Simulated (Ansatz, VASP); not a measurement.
**Two plane-wave programs on HgTe**

INCAR

```
SYSTEM = HgTe
PREC = Accurate ; ENCUT = 500
EDIFF = 1E-6 ; ISMEAR = 0
SIGMA = 0.1 ; LREAL = .FALSE.
LASPH = .TRUE. ; NELM = 120
ALGO = Normal ; ISIF = 2
LWAVE = .FALSE. ; LCHARG = .FALSE.
GGA = PE ; NBANDS = 16
GGA_COMPAT = .FALSE.
```

KPOINTS

```
regular mesh
0
G
  4 4 4
  0 0 0
```

The input POSCAR:

```
HgTe
1.0
    0.0000000000      3.0771170000      3.0771170000
    3.0771170000      0.0000000000      3.0771170000
    3.0771170000      3.0771170000      0.0000000000
Hg Te
1 1
Direct
    0.6160000000      0.9890000000      0.1980000000
    1.1160000000      1.4890000000      0.6980000000
```

Input for Ansatz:

```yaml
crystal:
  lattice:
    - [0.0, 3.077117, 3.077117]
    - [3.077117, 0.0, 3.077117]
    - [3.077117, 3.077117, 0.0]
  atoms:
    - { symbol: Hg, position: [0.616, 0.989, 0.198] }
    - { symbol: Te, position: [1.116, 1.489, 0.698] }
basis:
  ecutwfc: 530
kpoints:
  mp_grid: { grid: [4, 4, 4] }
hamiltonian:
  xc: pbe
scf:
  occupations: { method: gaussian, width: 0.1 }
  n_extra_bands: 12
output:
  forces: true
  stress: true
  eigenvalues: true
```

Alike in both runs: task single point; functional PBE; k mesh 4 × 4 × 4; occupations gaussian, width 0.1 eV; no spin polarisation.

|  | VASP | Ansatz |
| --- | --- | --- |
| version | VASP 6.6.1 | Ansatz 0.2.0 |
| potentials or method | VASP PAW PBE potentials, release 64 (Hg, Te), cutoff 500 eV | scalar-relativistic, plane waves, PAW |
| valence electrons in the cell | 18 | 36 |

|  | VASP | Ansatz | Ansatz less VASP |
| --- | --- | --- | --- |
| gap on the k mesh at the Fermi level (eV) | none | none | - |
| pressure (GPa) | 1.1 | 1.0 | -0.12 |

A gap of «none» marks a metal or a gap that the smearing closes. VASP's potentials hold 18 valence electrons a cell and Ansatz's 36, so a difference there can come from the potentials and not from the codes.

The k mesh is coarse, so the values compare programs but aren't converged. Spin-orbit coupling is off throughout.
